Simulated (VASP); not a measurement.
Here is a VASP 6.6.1 calculation.

INCAR

```
  PREC = Accurate
  ENCUT = 520
  EDIFF = 1E-6
  ISMEAR = 0
  SIGMA = 0.15
  LREAL = False
  LASPH = True
  NELM = 60
  ALGO = Normal
  ISIF = 2
  LWAVE = False
  LCHARG = False
  GGA = CA
  NBANDS = 21
```

Contents of KPOINTS:

```
Automatic mesh
0
Gamma
  16 16 16
```

File POSCAR:

```
Ge
1.0
    0.0000000000      2.8943818862      3.0752807541
    2.8943818862      0.0000000000      3.0752807541
    2.8943818862      2.8943818862      0.0000000000
Ge
2
Direct
    0.5000000000      0.5000000000      0.5000000000
    0.7500000000      0.7500000000      0.7500000000
```

Potentials or basis: VASP PAW LDA potentials, release 64 (Ge_d).

Launch:

```sh
$ cat potpaw_LDA.64/Ge_d/POTCAR > POTCAR
$ mpirun -np 1 vasp_std > vasp.out
```

(1) Predict the band gap on the k mesh.

(2) Predict the pressure.

## Answers

(1) zero (bands 14 and 15 overlap by 0.49 eV).

(2) -7.4 GPa.

Caveat: the cell stands under tension; semilocal functionals underestimate gaps, so a narrow gap can read as zero.
